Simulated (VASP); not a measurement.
K7F8 (a cell with a defect), 15 atoms in the cell. The cell holds a defect, 15 atoms: a = 7.664 Å, b = 7.664 Å, c = 7.664 Å, α = 60.00°, β = 60.00°, γ = 60.00°. 

* Program: VASP 6.6.1
* Task: single point
* Functional: PBE
* Potentials or basis: VASP PAW PBE potentials, release 64 (K_sv, F)
* Cutoff: 520 eV
* k mesh: 4 × 4 × 4
* Occupations: gaussian, width 0.05 eV
* Spin: no spin polarisation
* Dipole correction: no
* Charge: -1
* Further INCAR settings: ALGO = Normal; EDIFF = 1e-06; NBANDS = 72; NELECT = 120.0

Potentials or basis: VASP PAW PBE potentials, release 64 (K_sv, F).

Command:

```bash
$ cat potpaw_PBE.64/K_sv/POTCAR potpaw_PBE.64/F/POTCAR > POTCAR
$ mpirun -np 1 vasp_std > vasp.out
```

Hardware: 1 thread of AMD EPYC 9R45 96-Core Processor (Zen 5), with other jobs on the host.

Estimate the wall time of this run.

It took 3.8 min on 1 thread of AMD EPYC 9R45 96-Core Processor (Zen 5), with other jobs on the host, peak memory 0.48 GiB. Counts: scf iterations 15, k points 8.
